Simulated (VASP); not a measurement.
Wanted: the native input for a VASP 6.6.1 run.

```
Task                   : single point
Functional             : PBEsol
Potentials or basis    : VASP PAW PBE potentials, release 64 (Cu)
Cutoff                 : 520 eV
k mesh                 : 11 × 11 × 11
Occupations            : fermi-dirac, width 0.05 eV
Spin                   : no spin polarisation
Dipole correction      : no
Further INCAR settings : ALGO = Normal; EDIFF = 1e-06; NBANDS = 18
```

The structure of Cu lies in POSCAR:

```
Cu
1.0
    1.1699416696     -3.8279072222      0.0000000000
    1.1699416696      3.8279072222      0.0000000000
    0.0000000000      0.0000000000      2.3929345020
Cu
2
Direct
    0.8670781771      0.1329218229      0.7500000000
    0.1329218229      0.8670781771      0.2500000000
```

One way to write it, as run:

INCAR

```
SYSTEM = Cu
ALGO = Normal
EDIFF = 1E-6
ENCUT = 520
GGA = PS
ISIF = 2
ISMEAR = -1
LASPH = .TRUE.
LCHARG = .FALSE.
LREAL = .FALSE.
LWAVE = .FALSE.
NBANDS = 18
NELM = 80
PREC = Accurate
SIGMA = 0.05
```

KPOINTS

```
k-points
0
G
  11 11 11
  0 0 0
```

Potentials or basis: VASP PAW PBE potentials, release 64 (Cu).

The run is started by

```bash
$ cat potpaw_PBE.64/Cu/POTCAR > POTCAR
$ mpirun -np 1 vasp_std > vasp.out
```

Results of the run:

* Pressure: 20.7 GPa
* Largest force: 0.007 eV/Å
* Band gap on the k mesh: zero (bands 11 and 12 overlap by 5.74 eV)

Caveat: the cell stands under pressure; the PAW data sets were made with another functional, which shifts forces and pressure a little.

Wall time 37 s on 1 thread of Intel(R) Xeon(R) 6975P-C (Granite Rapids), on a shared host, peak memory 0.19 GiB.
